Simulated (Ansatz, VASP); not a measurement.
# Si: VASP beside Ansatz

POSCAR

```
Si
1.0
    3.5253556905      0.0000000000      0.0000000000
   -1.7626778453      3.0530475854      0.0000000000
    0.0000000000      0.0000000000      6.5954927222
Si
4
Direct
    0.3333333333      0.6666666667      0.0630908785
    0.6666666667      0.3333333333      0.5630908785
    0.3333333333      0.6666666667      0.4369091215
    0.6666666667      0.3333333333      0.9369091215
```

The input INCAR.step1:

```
SYSTEM = Si
ALGO = Normal ; EDIFF = 1E-4
ENCUT = 520 ; GGA = PE
ISMEAR = 0 ; LASPH = .TRUE.
LCHARG = .FALSE. ; LREAL = .FALSE.
LWAVE = .TRUE. ; NBANDS = 16
NELM = 100 ; PREC = Accurate
SIGMA = 0.05
```

The input INCAR.step2:

```
SYSTEM = Si
ALGO = Normal ; EDIFF = 1E-6
ENCUT = 520 ; ISIF = 2
ISMEAR = 0 ; ISTART = 1
LASPH = .TRUE. ; LCHARG = .FALSE.
LMIXTAU = .TRUE. ; LREAL = .FALSE.
LWAVE = .FALSE. ; METAGGA = R2SCAN
NBANDS = 16 ; NELM = 100
PREC = Accurate ; SIGMA = 0.05
```

The input KPOINTS:

```
k-points
0
G
  12 12 4
  0 0 0
```

Input for Ansatz:

```yaml
crystal:
  lattice:
    - [3.5253556905, 0.0, 0.0]
    - [-1.7626778453, 3.0530475854, 0.0]
    - [0.0, 0.0, 6.5954927222]
  atoms:
    - { symbol: Si, position: [0.3333333333, 0.6666666667, 0.0630908785] }
    - { symbol: Si, position: [0.6666666667, 0.3333333333, 0.5630908785] }
    - { symbol: Si, position: [0.3333333333, 0.6666666667, 0.4369091215] }
    - { symbol: Si, position: [0.6666666667, 0.3333333333, 0.9369091215] }
basis:
  ecutwfc: 500
kpoints:
  mp_grid: { grid: [12, 12, 4] }
hamiltonian:
  xc: r2scan
scf:
  occupations: { method: gaussian, width: 0.05 }
output:
  forces: true
  stress: true
  eigenvalues: true
```

Change from the starting cell: strain -0.080 along x and y, +0.040 along z, atoms carried along.

Alike in both runs: task single point; functional r2SCAN; k mesh 12 × 12 × 4; occupations gaussian, width 0.05 eV; no spin polarisation.

|  | VASP | Ansatz |
| --- | --- | --- |
| version | VASP 6.6.1 | Ansatz 0.2.0 |
| potentials or method | VASP PAW PBE potentials, release 64 (Si), cutoff 520 eV | scalar-relativistic, plane waves, PAW |
| valence electrons in the cell | 16 | 16 |

```csv
,VASP,Ansatz,Ansatz less VASP
gap on the k mesh at the Fermi level (eV),0.30,0.29,-0.013
least direct gap on the mesh (eV),0.30,0.29,-0.013
pressure (GPa),17.9,18.2,+0.27
"traceless stress, the component that is largest in VASP (GPa)",-22.84,-22.71,+0.139
rms of the force components (eV/Å),0.977,0.989,+0.0121
```

VASP's potentials were made for PBE, not for r2SCAN. Atom by atom the forces differ by 0.012 eV/Å (rms over components).
